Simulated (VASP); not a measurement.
Crystal: BN.

```
CELL_PARAMETERS angstrom
1.25112 0.72234 3.37293
-1.25112 0.72234 3.37293
0.00000 -1.44467 3.37293
ATOMIC_POSITIONS crystal
B 0.99967 0.99967 0.99967
N 0.33276 0.33276 0.33276
```

Base run:

```yaml
Program: VASP 6.6.1
Functional: BLYP
Potentials_or_basis: VASP PAW PBE potentials, release 64 (B, N)
Cutoff: 520 eV
k_mesh: 10 × 10 × 10
Occupations: fermi-dirac, width 0.1 eV
Spin: no spin polarisation
```

Its results: band gap on the k mesh 4.32 eV, indirect (least direct gap 4.94 eV); pressure 5.5 GPa.

Problem. The run is repeated on the same cell with these changes: functional from BLYP to LDA; potentials or basis from VASP PAW PBE potentials, release 64 (B, N) to VASP PAW LDA potentials, release 64 (B, N). What comes out?

Solution. Band gap on the k mesh 4.05 eV, indirect (least direct gap 4.75 eV); pressure -3.8 GPa.

Caveats: the PAW data sets were made with another functional, which shifts forces and pressure a little (some runs).

A k mesh can miss the band edges.
